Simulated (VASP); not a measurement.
# Cl (Fd-3m) in VASP: single point with PBE

Aim: the single point of Cl with PBE.

All numbers are computed with VASP 6.6.1; they aren't measurements. Logs are shortened: lines on timing, memory, paths and dates and some standing lists are left out, and cuts for length are marked.

### 1 The cell of the first run

It takes space group Fd-3m (No. 227, cubic). The conventional cell has a = 6.481 Å, b = 6.481 Å, c = 6.481 Å, α = 90.00°, β = 90.00°, γ = 90.00°. Within 3.7 Å of Cl (site symmetry -43m) lie 4 Cl at 2.81 Å.

### 2 Single point, PBE

The input, POSCAR:

```
Cl
1.0
    0.0000000000      3.2406276395      3.2406276395
    3.2406276395      0.0000000000      3.2406276395
    3.2406276395      3.2406276395      0.0000000000
Cl
2
Direct
   -0.1250000000     -0.1250000000     -0.1250000000
    0.1250000000      0.1250000000      0.1250000000
```

The input, INCAR.step1:

```
SYSTEM = Cl
  PREC = Accurate
  ENCUT = 520
  EDIFF = 1E-7
  ISMEAR = -1
  SIGMA = 0.1
  LREAL = .FALSE.
  LASPH = .TRUE.
  NELM = 60
  ALGO = Normal
  ISIF = 2
  LWAVE = .FALSE.
  LCHARG = .TRUE.
  GGA = PE
  NBANDS = 14
```

The input, KPOINTS.step1:

```
regular mesh
0
G
  11 11 11
  0 0 0
```

The input, INCAR.step2:

```
SYSTEM = Cl
  PREC = Accurate
  ENCUT = 520
  EDIFF = 1E-7
  ISMEAR = -5
  SIGMA = 0.1
  LREAL = .FALSE.
  LASPH = .TRUE.
  NELM = 60
  ALGO = Normal
  ISIF = 2
  LWAVE = .FALSE.
  LCHARG = .FALSE.
  GGA = PE
  LORBIT = 10
  NEDOS = 2001
  ICHARG = 11
```

The input, KPOINTS.step2:

```
regular mesh
0
G
  17 17 17
  0 0 0
```

Potentials or basis: VASP PAW PBE potentials, release 64 (Cl).

Run with:

```bash
$ cat potpaw_PBE.64/Cl/POTCAR > POTCAR
$ cp INCAR.step1 INCAR
$ cp KPOINTS.step1 KPOINTS
$ mpirun -np 1 vasp_std > vasp.out
$ cp INCAR.step2 INCAR
$ cp KPOINTS.step2 KPOINTS
$ mpirun -np 1 vasp_std > vasp.out
```

OUTCAR:

```text
SYSTEM = Cl
   PREC = Accurate
   ENCUT = 520
   EDIFF = 1E-7
   ISMEAR = -5
   LREAL = .FALSE.
   LASPH = .TRUE.
   NELM = 60
   ISIF = 2
   GGA = PE
   LORBIT = 10
   ICHARG = 11

 ion  position               nearest neighbor table
   1  0.875  0.875  0.875-
   2  0.125  0.125  0.125-

  LATTYP: Found a face centered cubic cell.
 ALAT       =     6.4812552790

  Lattice vectors:

 A1 = (   0.0000000000,   3.2406276395,   3.2406276395)
 A2 = (   3.2406276395,   0.0000000000,   3.2406276395)
 A3 = (   3.2406276395,   3.2406276395,   0.0000000000)

Analysis of symmetry for initial positions (statically):
=====================================================================
 Subroutine PRICEL returns:
 Original cell was already a primitive cell.

 Routine SETGRP: Setting up the symmetry group for a
 face centered cubic supercell.

 Subroutine GETGRP returns: Found 48 space group operations
 (whereof 12 operations were pure point group operations)
 out of a pool of 48 trial point group operations.

The static configuration has the point symmetry D_3d.
 The point group associated with its full space group is O_h .

Analysis of symmetry for dynamics (positions and initial velocities):
=====================================================================
 Subroutine PRICEL returns:
 Original cell was already a primitive cell.

 Routine SETGRP: Setting up the symmetry group for a
 face centered cubic supercell.

 Subroutine GETGRP returns: Found 48 space group operations
 (whereof 12 operations were pure point group operations)
 out of a pool of 48 trial point group operations.

The dynamic configuration has the point symmetry D_3d.
 The point group associated with its full space group is O_h .

 Subroutine INISYM returns: Found 48 space group operations
 (whereof 12 operations are pure point group operations),
 and found     1 'primitive' translations

----------------------------------------------------------------------------------------

                                     Primitive cell

  volume of cell :      68.0640

  direct lattice vectors                    reciprocal lattice vectors
     0.000000000  3.240627639  3.240627639    -0.154291099  0.154291099  0.154291099
     3.240627639  0.000000000  3.240627639     0.154291099 -0.154291099  0.154291099
     3.240627639  3.240627639  0.000000000     0.154291099  0.154291099 -0.154291099

  length of vectors
     4.582939558  4.582939558  4.582939558     0.267240023  0.267240023  0.267240023

[... 98 lines left out ...]
   EFERMI_NEDOS =   21; number of points for ismear=-14 and -15
   IALGO  =     38    algorithm
   IMIX   =      4    mixing-type and parameters
     AMIX     =   0.40;   BMIX     =  1.00
     AMIX_MAG =   1.60;   BMIX_MAG =  1.00
  volume/ion in A,a.u.               =      34.03       229.66
  Fermi-wavevector in a.u.,A,eV,Ry     =   0.966374  1.826181 12.706180  0.933878
  Thomas-Fermi vector in A             =   2.096170
   LORBIT       =     10    0 simple, 1 ext, 2 COOP (PROOUT), +10 PAW based schemes
   GGA     = PE    functional components
   LHFCALC =     F    Hartree Fock is set to
   AEXX    =    0.0000 exact exchange contribution
   IVDW    =     0    specifies the selected vdW correction
   LEPSILON=     F    determine dielectric tensor
   LRPA    =     F    only Hartree local field effects (RPA)
 non-spin polarized calculation
 Fermi weights with tetrahedron method with Bloechl corrections
  energy-cutoff  :      520.00
  volume of cell :       68.06
 maximum number of plane-waves:      1853
 NGX is ok and might be reduce to    36

 number of electron      13.9999999 magnetization

 Free energy of the ion-electron system (eV)
  ---------------------------------------------------
  ext. energy  EPLUGINS =         0.00000000
  ---------------------------------------------------
  free energy    TOTEN  =        -1.97550363 eV

  energy without entropy =       -1.97550363  energy(sigma->0) =       -1.97550363

 E-fermi :  -1.3733     XC(G=0):  -7.0275

 val. band max:       -1.3714220017   @ k =  -0.4118   0.2941   0.1176
 cond. band min:      -1.3704439970   @ k =   0.4118   0.2941   0.1176
 fundamental gap:      0.0009780047
 Fermi energy:        -1.3732924879

 k-point     1 :       0.0000    0.0000    0.0000
  band No.  band energies     occupation
      1     -16.4044      2.00000
      2     -14.0630      2.00000
      3      -4.0271      2.00000
      4      -4.0271      2.00000
      5      -4.0271      2.00000
      6      -2.2047      2.00000
      7      -2.2047      2.00000
      8      -2.2047      2.00000
      9       5.0591      0.00000
     10       9.2378      0.00000
     11       9.2378      0.00000
[... 309 lines left out ...]
 k-point    24 :      -0.1176    0.0588    0.0000
  band No.  band energies     occupation
      1     -16.3252      2.00000
      2     -14.1760      2.00000
      3      -4.2013      2.00000
      4      -4.0932      2.00000
      5      -4.0576      2.00000
      6      -2.1627      2.00000
      7      -2.1156      2.00000
      8      -1.9978      2.00000
      9       5.4741      0.00000
     10       8.7331      0.00000
     11       9.0373      0.00000

 [... further k-points ...]

------------------------ aborting loop because EDIFF is reached ----------------------------------------

  FORCE on cell =-STRESS in cart. coord.  units (eV):
  Direction    XX          YY          ZZ          XY          YZ          ZX
  --------------------------------------------------------------------------------------
  -------------------------------------------------------------------------------------
  Total       -0.2435892     -0.2435892     -0.2435892      0.0000000      0.0000000     -0.0000000
  in kB       -5.7339136     -5.7339136     -5.7339136      0.0000000      0.0000000     -0.0000000
  external PRESSURE =      -5.7339136 kB  Pullay stress =       0.0000000 kB

 VOLUME and BASIS-vectors are now :
 -----------------------------------------------------------------------------
  energy-cutoff  :      520.00
  volume of cell :       68.06
      direct lattice vectors                 reciprocal lattice vectors
     0.000000000  3.240627639  3.240627639    -0.154291099  0.154291099  0.154291099
     3.240627639  0.000000000  3.240627639     0.154291099 -0.154291099  0.154291099
     3.240627639  3.240627639  0.000000000     0.154291099  0.154291099 -0.154291099

 POSITION                                       TOTAL-FORCE (eV/Angst)
 -----------------------------------------------------------------------------------
      5.67110      5.67110      5.67110        -0.000000     -0.000000     -0.000000
      0.81016      0.81016      0.81016         0.000000      0.000000      0.000000
 -----------------------------------------------------------------------------------
    total drift:                                0.000000      0.000000      0.000000

  FREE ENERGIE OF THE ION-ELECTRON SYSTEM (eV)
  ---------------------------------------------------
  free  energy   TOTEN  =        -1.9755036298 eV

  energy  without entropy=       -1.9755036298  energy(sigma->0) =       -1.97550363

 total charge

# of ion       s       p       d       tot
------------------------------------------
    1        1.642   3.256   0.000   4.899
    2        1.642   3.256   0.000   4.899
--------------------------------------------------
tot          3.285   6.513   0.000   9.798
```

OSZICAR.step1:

```text
N       E                     dE             d eps       ncg     rms          rms(c)
DAV:   1     0.806062793901E+02    0.80606E+02   -0.59359E+03  1568   0.831E+02
DAV:   2     0.312495361372E+01   -0.77481E+02   -0.73688E+02  2408   0.154E+02
DAV:   3    -0.199735086501E+01   -0.51223E+01   -0.49747E+01  2042   0.432E+01
DAV:   4    -0.205807743319E+01   -0.60727E-01   -0.60692E-01  2078   0.587E+00
DAV:   5    -0.205934601748E+01   -0.12686E-02   -0.12685E-02  2120   0.847E-01    0.571E+00
DAV:   6    -0.206007926552E+01   -0.73325E-03   -0.91272E-04  2114   0.234E-01    0.347E+00
DAV:   7    -0.206074900174E+01   -0.66974E-03   -0.85795E-04  2108   0.239E-01    0.528E-02
DAV:   8    -0.206074831566E+01    0.68608E-06   -0.49114E-05  2090   0.429E-02    0.161E-02
DAV:   9    -0.206075244983E+01   -0.41342E-05   -0.34002E-06  2108   0.134E-02    0.455E-03
DAV:  10    -0.206075300796E+01   -0.55813E-06   -0.10140E-06  2036   0.958E-03    0.160E-03
DAV:  11    -0.206075310148E+01   -0.93524E-07   -0.25565E-08  1702   0.126E-03
   1 F= -.20607531E+01 E0= -.19810933E+01  d E =-.159320E+00
```

Run time: 43 s. Hardware: 1 thread of Intel Xeon 6975P-C (Granite Rapids), shared host; peak memory 0.24 GiB.

Results:

* Valence electrons inside the program's atomic spheres: Cl 4.90

Caveat: tetrahedron occupations give inexact forces and stress in metals.
